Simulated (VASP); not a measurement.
The system is C.

```
C
1.0
     0.00000    1.76575    1.76575
     1.76575    0.00000    1.76575
     1.76575    1.76575    0.00000
C
2
Direct
  0.50000 0.50000 0.50000
  0.75000 0.75000 0.75000
```

Base run:

- Program: VASP 6.6.1
- Functional: LDA
- Potentials or basis: VASP PAW LDA potentials, release 64 (C)
- Cutoff: 520 eV
- k mesh: 10 × 10 × 10
- Occupations: gaussian, width 0.1 eV
- Spin: no spin polarisation

Its results: band gap on the k mesh 4.20 eV, indirect (least direct gap 5.63 eV); pressure 1.7 GPa.

The run is repeated on the same cell with these changes: potentials or basis from VASP PAW LDA potentials, release 64 (C) to VASP PAW LDA potentials, release 64 (C_h); cutoff from 520 eV to 910 eV; further incar settings from ALGO = Normal; EDIFF = 1e-07; NBANDS = 11 to ALGO = Normal; EDIFF = 1e-06; NBANDS = 11. What comes out?

Band gap on the k mesh 4.21 eV, indirect (least direct gap 5.63 eV); pressure 0.8 GPa.

Caveats: the cutoff is under 1.25 times the usual one of these potentials, so pressure, stress and relaxed cells hold a basis-set (Pulay) error (some runs).

A k mesh can miss the band edges.
